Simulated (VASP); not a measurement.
Runs of VASP 6.6.1 on MgO (klda). The structure is that of space group Fm-3m (No. 225), or close to it. The cells are those of the table. 

| task | cell | k mesh | cutoff (eV) | smearing | gap on the mesh (eV) | pressure (GPa) | relaxed volume (Å³/atom) |
| --- | --- | --- | --- | --- | --- | --- | --- |
| single point | a = 2.942 Å, angles 60.0°, 2 atoms | 10 × 10 × 10 | 520 | gaussian 0.02 eV | 5.02 | -1.9 | - |
| single point | a = 3.004 Å, angles 60.0°, 2 atoms | 8 × 8 × 8 | 520 | gaussian 0.1 eV | (a) | -11.4 | - |
| relaxation of cell and atoms | relaxed from a = 3.004 Å, angles 60.0°, 2 atoms | 8 × 8 × 8 | 600 | gaussian 0.1 eV | (b) | 0.0 | 8.89 |
| relaxation of cell and atoms | relaxed from a = 2.944 Å, angles 60.0°, 2 atoms | 10 × 10 × 10 | 600 | gaussian 0.02 eV | 5.15 | 0.0 | 8.89 |

Alike in all rows: level LDA; potentials or basis VASP PAW LDA potentials, release 64 (Mg, O); no spin polarisation.

Q: Fill in the values left out.

A: (a) 4.41; (b) 5.16.

